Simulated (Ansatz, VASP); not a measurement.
Given: the input of a run of Ansatz 0.2.0 on Cu.

input.yaml

```yaml
crystal:
  lattice:
    - [1.21846369, -3.9763780104, 0.0]
    - [1.21846369, 3.9763780104, 0.0]
    - [0.0, 0.0, 2.4754955235]
  atoms:
    - { symbol: Cu, position: [0.86613335, 0.13386665, 0.75] }
    - { symbol: Cu, position: [0.13386665, 0.86613335, 0.25] }
hamiltonian:
  xc: lda
  pseudopotentials: { kind: paw }
kpoints:
  mp_grid: { grid: [11, 11, 11] }
scf:
  occupations: { method: fermi_dirac, width: 0.05 }
output:
  forces: true
  stress: true
  eigenvalues: true
```

Potentials or basis: Ansatz PAW.

Launch:

```bash
$ ansatz run input.yaml --threads 2 --pin off --max-ram 5632MiB --backend cpu --events-out ev --progress --plain --runs-dir out
```

Question: Set up the same calculation for VASP 6.6.1. Potentials there: VASP PAW LDA potentials, release 64 (Cu).

Answer: As run (the cutoff follows the program's own potentials):

The input INCAR:

```
PREC     = Accurate       # precision mode
ENCUT    = 520            # plane-wave cutoff, eV
EDIFF    = 1E-6           # SCF threshold, eV
ISMEAR   = -1             # smearing method
SIGMA    = 0.05           # smearing width, eV
LREAL    = False          # projectors in reciprocal space
LASPH    = True           # aspherical terms in the spheres
NELM     = 80             # most SCF steps
ALGO     = Normal         # electronic algorithm
ISIF     = 2              # what is computed and relaxed
LWAVE    = False          # write WAVECAR
LCHARG   = False          # write CHGCAR
NBANDS   = 18             # bands
```

The input KPOINTS:

```
regular mesh
0
Gamma
  11 11 11
```

File POSCAR:

```
Cu
1.0
    1.2184636900     -3.9763780104      0.0000000000
    1.2184636900      3.9763780104      0.0000000000
    0.0000000000      0.0000000000      2.4754955235
Cu
2
Direct
    0.8661333500      0.1338666500      0.7500000000
    0.1338666500      0.8661333500      0.2500000000
```

Potentials or basis: VASP PAW LDA potentials, release 64 (Cu).

Run with:

```bash
$ cat potpaw_LDA.64/Cu/POTCAR > POTCAR
$ mpirun -np 1 vasp_std > vasp.out
```

Both were run:

|  | VASP | Ansatz | Ansatz less VASP |
| --- | --- | --- | --- |
| gap on the k mesh at the Fermi level (eV) | none | none | - |
| pressure (GPa) | -6.7 | -7.6 | -0.83 |
| traceless stress, the component that is largest in VASP (GPa) | -0.81 | -0.87 | -0.063 |
| rms of the force components (eV/Å) | 0.022 | 0.024 | +0.0028 |

LDA's correlation is that of Perdew and Zunger in VASP and of Perdew and Wang (1992) in Ansatz. Atom by atom the forces differ by 0.003 eV/Å (rms over components). A gap of «none» marks a metal or a gap that the smearing closes. VASP's potentials hold 22 valence electrons a cell and Ansatz's 38, so a difference there can come from the potentials and not from the codes.
